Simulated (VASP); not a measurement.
**Mg27SbS26 (a cell with a defect): electric field gradients with PBE**

The system is Mg27SbS26 (a cell with a defect).

```xyz
54
Lattice="0.0000 7.8132 7.8132 7.8132 0.0000 7.8132 7.8132 7.8132 0.0000" Properties=species:S:1:pos:R:3 pbc="T T T"
Mg    0.0000    0.0000    0.0000
Mg    2.6044    2.6044    0.0000
Mg    5.2088    5.2088    0.0000
Mg    2.6044    0.0000    2.6044
Mg    5.2088    2.6044    2.6044
Mg    7.8132    5.2088    2.6044
Mg    5.2088    0.0000    5.2088
Mg    7.8132    2.6044    5.2088
Mg   10.4176    5.2088    5.2088
Mg    0.0000    2.6044    2.6044
Mg    2.6044    5.2088    2.6044
Mg    5.2088    7.8132    2.6044
Mg    2.6044    2.6044    5.2088
Mg    5.2088    5.2088    5.2088
Mg    7.8132    7.8132    5.2088
Mg    5.2088    2.6044    7.8132
Mg    7.8132    5.2088    7.8132
Mg   10.4176    7.8132    7.8132
Mg    0.0000    5.2088    5.2088
Mg    2.6044    7.8132    5.2088
Mg    5.2088   10.4176    5.2088
Mg    2.6044    5.2088    7.8132
Mg    5.2088    7.8132    7.8132
Mg    7.8132   10.4176    7.8132
Mg    5.2088    5.2088   10.4176
Mg    7.8132    7.8132   10.4176
Mg   10.4176   10.4176   10.4176
Sb    2.6044    2.6044    2.6044
S     5.2088    5.2088    2.6044
S     7.8132    7.8132    2.6044
S     5.2088    2.6044    5.2088
S     7.8132    5.2088    5.2088
S    10.4176    7.8132    5.2088
S     7.8132    2.6044    7.8132
S    10.4176    5.2088    7.8132
S    13.0220    7.8132    7.8132
S     2.6044    5.2088    5.2088
S     5.2088    7.8132    5.2088
S     7.8132   10.4176    5.2088
S     5.2088    5.2088    7.8132
S     7.8132    7.8132    7.8132
S    10.4176   10.4176    7.8132
S     7.8132    5.2088   10.4176
S    10.4176    7.8132   10.4176
S    13.0220   10.4176   10.4176
S     2.6044    7.8132    7.8132
S     5.2088   10.4176    7.8132
S     7.8132   13.0220    7.8132
S     5.2088    7.8132   10.4176
S     7.8132   10.4176   10.4176
S    10.4176   13.0220   10.4176
S     7.8132    7.8132   13.0220
S    10.4176   10.4176   13.0220
S    13.0220   13.0220   13.0220
```

- Program: VASP 6.6.1
- Task: electric field gradients
- Functional: PBE
- Potentials or basis: VASP PAW PBE potentials, release 64 (Mg, Sb, S)
- Cutoff: 520 eV
- k mesh: 2 × 2 × 2
- Occupations: fermi-dirac, width 0.01 eV
- Spin: no spin polarisation
- Dipole correction: no
- Charge: -1
- Further INCAR settings: LREAL = Auto; ALGO = Normal; EDIFF = 1e-08; NBANDS = 140; NELECT = 216.0

```
Largest force                           : 0.703 eV/Å
Largest electric field gradient by atom : Mg -0.1, -13.5, +0.8, -0.0 (each value once); Sb +0.0; S -15.4, +3.4, -1.1 (each value once) V/Å²
```

Forces on the atoms (eV/Å):
```
Mg   0.092  0.092  0.092
Mg   0.000  0.000 -0.703
Mg  -0.092 -0.092  0.092
Mg   0.000 -0.703  0.000
Mg   0.703  0.000  0.000
Mg  -0.153  0.153  0.000
Mg  -0.092  0.092 -0.092
Mg  -0.153  0.000  0.153
Mg   0.000  0.153  0.153
Mg  -0.703  0.000  0.000
Mg   0.000  0.703  0.000
Mg   0.153 -0.153  0.000
Mg   0.000  0.000  0.703
Mg  -0.092 -0.092 -0.092
Mg   0.092  0.092 -0.092
Mg   0.153  0.000 -0.153
Mg   0.092 -0.092  0.092
Mg   0.000 -0.153 -0.153
Mg   0.092 -0.092 -0.092
Mg   0.000 -0.153  0.153
Mg   0.153  0.000  0.153
Mg   0.000  0.153 -0.153
Mg  -0.092  0.092  0.092
Mg  -0.153  0.000 -0.153
Mg   0.153  0.153  0.000
Mg  -0.153 -0.153  0.000
Mg   0.000  0.000  0.000
Sb   0.000  0.000  0.000
S    0.351  0.351  0.000
S   -0.351 -0.351  0.000
S    0.351  0.000  0.351
S    0.000  0.000  0.000
S    0.000 -0.351  0.351
S   -0.351  0.000 -0.351
S    0.000  0.351 -0.351
S    0.000  0.000  0.000
S    0.000  0.351  0.351
S    0.000  0.000  0.000
S   -0.351  0.000  0.351
S    0.000  0.000  0.000
S    0.000  0.000  0.000
S    0.000  0.000  0.085
S   -0.351  0.351  0.000
S    0.000  0.085  0.000
S   -0.085  0.000  0.000
S    0.000 -0.351 -0.351
S    0.351  0.000 -0.351
S    0.000  0.000  0.000
S    0.351 -0.351  0.000
S    0.085  0.000  0.000
S    0.000 -0.085  0.000
S    0.000  0.000  0.000
S    0.000  0.000 -0.085
S    0.000  0.000  0.000
```

Levels at points of the mesh, in eV from the Fermi level:
```tsv
k point	band 106	band 107	band 108	band 109	band 110	band 111
(0.00, 0.00, 0.00)	-0.28	-0.28	-0.28	2.15	2.30	2.30
(0.50, 0.00, 0.00)	-1.01	-0.39	-0.39	2.06	2.06	2.12
(0.50, 0.50, 0.00)	-1.03	-0.53	-0.53	1.21	2.81	2.84
```

Electric field gradients, principal values (V/Å²):
```csv
atom,least,middle,greatest (by size)
1 Mg,0.041,0.041,-0.082
2 Mg,6.747,6.747,-13.493
3 Mg,0.041,0.041,-0.082
4 Mg,6.747,6.747,-13.493
5 Mg,6.747,6.747,-13.493
6 Mg,-0.098,-0.670,0.768
7 Mg,0.041,0.041,-0.082
8 Mg,-0.098,-0.670,0.768
9 Mg,-0.098,-0.670,0.768
10 Mg,6.747,6.747,-13.493
11 Mg,6.747,6.747,-13.493
12 Mg,-0.098,-0.670,0.768
13 Mg,6.747,6.747,-13.493
14 Mg,0.041,0.041,-0.082
15 Mg,0.041,0.041,-0.082
16 Mg,-0.098,-0.670,0.768
17 Mg,0.041,0.041,-0.082
18 Mg,-0.098,-0.670,0.768
19 Mg,0.041,0.041,-0.082
20 Mg,-0.098,-0.670,0.768
21 Mg,-0.098,-0.670,0.768
22 Mg,-0.098,-0.670,0.768
23 Mg,0.041,0.041,-0.082
24 Mg,-0.098,-0.670,0.768
25 Mg,-0.098,-0.670,0.768
26 Mg,-0.098,-0.670,0.768
27 Mg,0.000,0.000,0.000
28 Sb,0.000,0.000,0.001
29 S,7.572,7.845,-15.417
30 S,7.572,7.845,-15.417
31 S,7.572,7.845,-15.417
32 S,-1.682,-1.683,3.366
33 S,7.572,7.845,-15.416
34 S,7.572,7.845,-15.417
35 S,7.572,7.845,-15.416
36 S,-1.682,-1.683,3.366
37 S,7.572,7.845,-15.417
38 S,-1.682,-1.683,3.366
39 S,7.572,7.845,-15.416
40 S,-1.682,-1.683,3.366
41 S,-1.682,-1.682,3.365
42 S,0.555,0.556,-1.111
43 S,7.572,7.845,-15.416
44 S,0.555,0.556,-1.111
45 S,0.555,0.556,-1.111
46 S,7.572,7.845,-15.417
47 S,7.572,7.845,-15.416
48 S,-1.682,-1.683,3.366
49 S,7.572,7.845,-15.416
50 S,0.555,0.556,-1.111
51 S,0.555,0.556,-1.111
52 S,-1.682,-1.683,3.366
53 S,0.555,0.556,-1.111
54 S,-1.682,-1.682,3.365
```

Wall time 4.9 min on 1 × NVIDIA H100 80GB with 1 thread of AMD EPYC 7R13 Processor (Zen 3), with other jobs on the host, peak memory 1.9 GiB.

Caveat: the cell carries a net charge on a neutralising background, which shifts energy and pressure; the cell is charged against a uniform background, so pressure and absolute levels hang on convention; without QUAD_EFG the Cq values of the log hold for a quadrupole moment of 1 mb, not for the nuclei; spin-orbit coupling is left out, which moves the levels of the heavy elements.
